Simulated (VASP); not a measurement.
**Zr: electric field gradients with LDA**

Crystal: Zr.

```xyz
2
Lattice="3.2320 0.0000 0.0000 -1.6160 2.7990 0.0000 0.0000 0.0000 5.1470" Properties=species:S:1:pos:R:3 pbc="T T T"
Zr    0.0000    1.8660    1.2868
Zr    1.6160    0.9330    3.8603
```

```json
{
  "Program": "VASP 6.6.1",
  "Task": "electric field gradients",
  "Functional": "LDA",
  "Potentials or basis": "VASP PAW LDA potentials, release 64 (Zr_sv)",
  "Cutoff": "520 eV",
  "k mesh": "13 × 13 × 7",
  "Occupations": "fermi-dirac, width 0.03 eV",
  "Spin": "no spin polarisation",
  "Dipole correction": "no",
  "Further INCAR settings": "ALGO = Normal; EDIFF = 1e-08; NBANDS = 19"
}
```

```yaml
Pressure: -6.0 GPa
Band_gap_on_the_k_mesh: zero (band 12 reaches 9.69 eV, above the bottom of band 13 at 8.58 eV)
```

Stress tensor (GPa, compression positive):
```
-6.30  0.00  0.00
 0.00 -6.30  0.00
 0.00  0.00 -5.48
```

Levels at points of the mesh, in eV from the Fermi level:
| k point | band 8 | band 9 | band 10 | band 11 | band 12 | band 13 | band 14 | band 15 | band 16 | band 17 |
| --- | --- | --- | --- | --- | --- | --- | --- | --- | --- | --- |
| (0.00, 0.00, 0.00) | -26.23 | -5.65 | -3.06 | 0.81 | 0.81 | 0.96 | 1.24 | 1.50 | 1.50 | 2.07 |

Electric field gradients, principal values (V/Å²):
```
atom    least   middle  greatest (by size)
1 Zr  -20.561  -20.561              41.122
2 Zr  -20.561  -20.561              41.122
```

Run time: 2.2 min on 1 thread of AMD EPYC 7R13 (shared host), peak memory 0.15 GiB.

Caveat: without QUAD_EFG the Cq values of the log hold for a quadrupole moment of 1 mb, not for the nuclei.
